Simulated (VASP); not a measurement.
The system is Rh.

```
Rh
1.0
     2.47000    0.00000    0.00000
     0.00000    2.47000    0.00000
     0.00000    0.00000    2.47000
Rh
1
Direct
  0.00000 0.00000 0.00000
```

- Program: VASP 6.6.1
- Task: relaxation of cell and atoms
- Functional: PBE
- Potentials or basis: VASP PAW PBE potentials, release 64 (Rh_pv)
- Cutoff: 600 eV
- k mesh: 17 × 17 × 17
- Occupations: fermi-dirac, width 0.1 eV
- Spin: no spin polarisation

At the start: pressure 17.9 GPa; volume 15.07 Å³/atom.

Problem. Where does the relaxation end?

Solution. Over 4 steps the energy falls by 64.5 meV/atom and the volume is 16.33 Å³/atom (+8.4 %); space group Pm-3m (No. 221, to 0.05 Å).

The path:
| step | energy change (eV) | largest force (eV/Å) | pressure (GPa) | volume (Å³) |
| --- | --- | --- | --- | --- |
| 1 | 0.0000 | 0.0000 | 17.90 | 15.07 |
| 2 | 0.1227 | 0.0000 | -18.72 | 19.05 |
| 3 | -0.0644 | 0.0000 | -0.72 | 16.39 |
| 4 | -0.0645 | 0.0000 | -0.10 | 16.33 |

Final structure:
```cif
data_structure
_symmetry_space_group_name_H-M 'P 1'
_symmetry_Int_Tables_number 1
_cell_length_a 2.5372
_cell_length_b 2.5372
_cell_length_c 2.5372
_cell_angle_alpha 90.000
_cell_angle_beta 90.000
_cell_angle_gamma 90.000
_cell_volume 16.33
loop_
_atom_site_label
_atom_site_type_symbol
_atom_site_fract_x
_atom_site_fract_y
_atom_site_fract_z
_atom_site_occupancy
Rh1 Rh 0.00000 0.00000 0.00000 1
```
